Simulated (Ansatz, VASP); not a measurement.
## One calculation of Ag, two programs

Contents of INCAR:

```
  PREC = Accurate
  ENCUT = 520
  EDIFF = 1E-6
  ISMEAR = 0
  SIGMA = 0.15
  LREAL = False
  LASPH = True
  NELM = 80
  ALGO = Fast
  ISIF = 2
  LWAVE = False
  LCHARG = False
  NBANDS = 12
```

The input KPOINTS:

```
regular mesh
0
Gamma
  22 22 22
```

The input POSCAR:

```
Ag
1.0
   -1.5580300654      1.5580300654      1.8696360784
    1.5580300654     -1.5580300654      1.8696360784
    1.5580300654      1.5580300654     -1.8696360784
Ag
1
Direct
    0.0000000000      0.0000000000      0.0000000000
```

Input for Ansatz:

```yaml
crystal:
  lattice:
    - [-1.5580300654, 1.5580300654, 1.8696360784]
    - [1.5580300654, -1.5580300654, 1.8696360784]
    - [1.5580300654, 1.5580300654, -1.8696360784]
  atoms:
    - { symbol: Ag, position: [0.0, 0.0, 0.0] }
basis:
  ecutwfc: 420
kpoints:
  mp_grid: { grid: [22, 22, 22] }
hamiltonian:
  xc: lda
scf:
  occupations: { method: gaussian, width: 0.15 }
output:
  forces: true
  stress: true
  eigenvalues: true
  write_density: true
  write_potential: true
  elf: true
  volumetric_format: npy
```

Alike in both runs: task single point; functional LDA; k mesh 22 × 22 × 22; occupations gaussian, width 0.15 eV; no spin polarisation.

```csv
,VASP,Ansatz
version,VASP 6.6.1,Ansatz 0.2.0
potentials or method,"VASP PAW LDA potentials, release 64 (Ag), cutoff 520 eV","scalar-relativistic, plane waves, PAW"
valence electrons in the cell,11,19
```

VASP gave:

- gap on the k mesh at the Fermi level (eV): none
- pressure (GPa): -11.5
- traceless stress, the component that is largest in VASP (GPa): 1.16

Problem. What did Ansatz give for the same quantities?

Solution. gap on the k mesh at the Fermi level (eV): none; pressure (GPa): -11.8; traceless stress, the component that is largest in VASP (GPa): 1.16.

LDA's correlation is that of Perdew and Zunger in VASP and of Perdew and Wang (1992) in Ansatz. A gap of «none» marks a metal or a gap that the smearing closes. VASP's potentials hold 11 valence electrons a cell and Ansatz's 19, so a difference there can come from the potentials and not from the codes.
